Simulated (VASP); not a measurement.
Write the native input for VASP 6.6.1 that does the following.

```yaml
Task: single point
Functional: PBEsol
Potentials_or_basis: VASP PAW PBE potentials, release 64 (Y_sv, Re)
Cutoff: 520 eV
k_mesh: 8 × 8 × 8
Occupations: gaussian, width 0.05 eV
Spin: no spin polarisation
Dipole_correction: no
Further_INCAR_settings: ALGO = Normal; EDIFF = 1e-06; NBANDS = 24
```

The structure of YRe3 lies in POSCAR:

```
YRe3
1.0
    4.0122984488      0.0000000000      0.0000000000
    0.0000000000      4.0122984488      0.0000000000
    0.0000000000      0.0000000000      4.0122984488
Y Re
1 3
Direct
    0.0000000000      0.0000000000      0.0000000000
    0.0000000000      0.5000000000      0.5000000000
    0.5000000000      0.5000000000      0.0000000000
    0.5000000000      0.0000000000      0.5000000000
```

This cell differs from its parent crystal: volume scaled by 0.960.

The input as run:

INCAR

```
SYSTEM = YRe3
PREC = Accurate
ENCUT = 520
EDIFF = 1E-6
ISMEAR = 0
SIGMA = 0.05
LREAL = .False.
LASPH = .True.
NELM = 80
ALGO = Normal
ISIF = 2
LWAVE = .False.
LCHARG = .True.
GGA = PS
LELF = .True.
LVHAR = .True.
NBANDS = 24
```

KPOINTS

```
regular mesh
0
Gamma
  8 8 8
  0 0 0
```

Potentials or basis: VASP PAW PBE potentials, release 64 (Y_sv, Re).

Command:

```console
$ cat potpaw_PBE.64/Y_sv/POTCAR potpaw_PBE.64/Re/POTCAR > POTCAR
$ mpirun -np 1 vasp_std > vasp.out
```

It gave:

| Quantity | Value |
| --- | --- |
| Pressure | 10.0 GPa |
| Band gap on the k mesh | zero (band 16 reaches 8.62 eV, above the bottom of band 17 at 6.32 eV) |

Caveat: the PAW data sets were made with another functional, which shifts forces and pressure a little; spin-orbit coupling is left out, which moves the levels of the heavy elements.

Run time: 2.5 min on 1 thread of AMD EPYC 7R13, with other jobs on the host, peak memory 0.19 GiB.
